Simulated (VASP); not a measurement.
Set up this calculation in VASP 6.6.1, as the native input.

| Quantity | Value |
| --- | --- |
| Task | single point |
| Functional | r2SCAN |
| Potentials or basis | VASP PAW PBE potentials, release 64 (Ge_d) |
| Cutoff | 520 eV |
| k mesh | 9 × 9 × 9 |
| Occupations | fermi-dirac, width 0.15 eV |
| Spin | no spin polarisation |
| Dipole correction | no |
| Further INCAR settings | ALGO = Normal; EDIFF = 1e-06; NBANDS = 21 |

Ge:

```
Ge
1.0
    -2.49590    2.65086    1.43695
     2.49590   -2.65086    1.43695
     2.49590    2.65086   -1.43695
Ge
2
Cartesian
  2.4959 -1.3254 1.2529
  0.0000 3.9763 0.1841
```

One way to write it, as run:

POSCAR

```
Ge
1.0
   -2.4958980000      2.6508630000      1.4369470000
    2.4958980000     -2.6508630000      1.4369470000
    2.4958980000      2.6508630000     -1.4369470000
Ge
2
Direct
    0.1859430000      0.9359430000      0.2500000000
    0.8140570000      0.0640570000      0.7500000000
```

INCAR.step1

```
SYSTEM = Ge
PREC = Accurate
ENCUT = 520
ISMEAR = -1
SIGMA = 0.15
LREAL = .FALSE.
LASPH = .TRUE.
NELM = 60
NBANDS = 21
GGA = PE
ALGO = Normal
EDIFF = 1E-4
LWAVE = .TRUE.
LCHARG = .FALSE.
```

INCAR.step2

```
SYSTEM = Ge
PREC = Accurate
ENCUT = 520
EDIFF = 1E-6
ISMEAR = -1
SIGMA = 0.15
LREAL = .FALSE.
LASPH = .TRUE.
NELM = 60
ALGO = Normal
ISIF = 2
LWAVE = .FALSE.
LCHARG = .FALSE.
METAGGA = R2SCAN
LMIXTAU = .TRUE.
NBANDS = 21
ISTART = 1
```

KPOINTS

```
regular mesh
0
G
  9 9 9
  0 0 0
```

Potentials or basis: VASP PAW PBE potentials, release 64 (Ge_d).

The run is started by

```console
$ cat potpaw_PBE.64/Ge_d/POTCAR > POTCAR
$ cp INCAR.step1 INCAR
$ mpirun -np 1 vasp_std > vasp.out
$ cp INCAR.step2 INCAR
$ mpirun -np 1 vasp_std > vasp.out
```

Results of the run:

| Quantity | Value |
| --- | --- |
| Pressure | -1.4 GPa |
| Largest force | 0.067 eV/Å |
| Band gap on the k mesh | zero (band 14 reaches 8.36 eV, above the bottom of band 15 at 2.81 eV) |

Caveat: the PAW data sets were made with another functional, which shifts forces and pressure a little.

Run time: 4.2 min on 1 thread of Intel(R) Xeon(R) Platinum 8375C CPU @ 2.90GHz (Ice Lake), on a shared host, peak memory 0.22 GiB.
